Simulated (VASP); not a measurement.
# Nb: single point with PBE

The system is Nb.

```
Nb
1.0
    -1.65480    1.65480    1.65480
     1.65480   -1.65480    1.65480
     1.65480    1.65480   -1.65480
Nb
1
Cartesian
  0.0000 0.0000 0.0000
```

```yaml
Program: VASP 6.6.1
Task: single point
Functional: PBE
Potentials_or_basis: VASP PAW PBE potentials, release 64 (Nb_sv)
Cutoff: 520 eV
k_mesh: 13 × 13 × 13
Occupations: methfessel-paxton, width 0.6 eV
Spin: no spin polarisation
```

| Quantity | Value |
| --- | --- |
| Pressure | -0.3 GPa |

Levels at points of the mesh, in eV from the Fermi level:
```tsv
k point	band 3	band 4	band 5	band 6	band 7	band 8	band 9	band 10
(0.00, 0.00, 0.00)	-29.72	-29.72	-5.97	0.34	0.34	0.34	3.23	3.23
```

Wall time 20 s on 1 thread of AMD EPYC 9R14 (Zen 4), with other jobs on the host, peak memory 0.12 GiB.
